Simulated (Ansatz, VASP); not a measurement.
One calculation of BaTe, two programs

Contents of POSCAR:

```
BaTe
1.0
    0.0000000000      3.4100000000      3.4100000000
    3.4100000000      0.0000000000      3.4100000000
    3.4100000000      3.4100000000      0.0000000000
Ba Te
1 1
Direct
    0.0293255132     -0.0293255132     -0.0293255132
    0.5000000000      0.5000000000      0.5000000000
```

INCAR.step1

```
PREC = Accurate
ENCUT = 520
ISMEAR = 0
SIGMA = 0.05
LREAL = F
LASPH = T
NELM = 100
NBANDS = 15
GGA = PE
ALGO = Normal
EDIFF = 1E-4
LWAVE = T
LCHARG = F
```

File INCAR.step2:

```
PREC = Accurate
ENCUT = 520
EDIFF = 1E-7
ISMEAR = 0
SIGMA = 0.05
LREAL = F
LASPH = T
NELM = 100
ALGO = Normal
ISIF = 2
LWAVE = F
LCHARG = T
METAGGA = R2SCAN
LMIXTAU = T
LELF = T
LVHAR = T
NBANDS = 15
ISTART = 1
```

The input KPOINTS:

```
regular mesh
0
Gamma
  8 8 8
```

Input for Ansatz:

```yaml
crystal:
  lattice:
    - [0.0, 3.41, 3.41]
    - [3.41, 0.0, 3.41]
    - [3.41, 3.41, 0.0]
  atoms:
    - { symbol: Ba, position: [0.0293255132, -0.0293255132, -0.0293255132] }
    - { symbol: Te, position: [0.5, 0.5, 0.5] }
basis:
  ecutwfc: 500
kpoints:
  mp_grid: { grid: [8, 8, 8] }
hamiltonian:
  xc: r2scan
scf:
  occupations: { method: gaussian, width: 0.05 }
output:
  forces: true
  stress: true
  eigenvalues: true
```

Alike in both runs: task single point; functional r2SCAN; k mesh 8 × 8 × 8; occupations gaussian, width 0.05 eV; no spin polarisation.

|  | VASP | Ansatz |
| --- | --- | --- |
| version | VASP 6.6.1 | Ansatz 0.2.0 |
| potentials or method | VASP PAW PBE potentials, release 64 (Ba_sv, Te), cutoff 520 eV | scalar-relativistic, plane waves, PAW |
| valence electrons in the cell | 16 | 26 |

Ansatz gave:

```
gap on the k mesh at the Fermi level (eV)                     : 1.84
least direct gap on the mesh (eV)                             : 2.13
pressure (GPa)                                                : 4.4
traceless stress, the component that is largest in VASP (GPa) : 1.23
rms of the force components (eV/Å)                            : 0.409
```

**Question.** Estimate VASP's values.

**Answer.** gap on the k mesh at the Fermi level (eV): 1.75; least direct gap on the mesh (eV): 2.07; pressure (GPa): 4.9; traceless stress, the component that is largest in VASP (GPa): 1.29; rms of the force components (eV/Å): 0.428.

VASP's potentials were made for PBE, not for r2SCAN. Atom by atom the forces differ by 0.019 eV/Å (rms over components). The functional is the same, so the differences come from potentials, cutoffs and numerics. VASP's potentials hold 16 valence electrons a cell and Ansatz's 26, so a difference there can come from the potentials and not from the codes.

Spin-orbit coupling is off throughout.
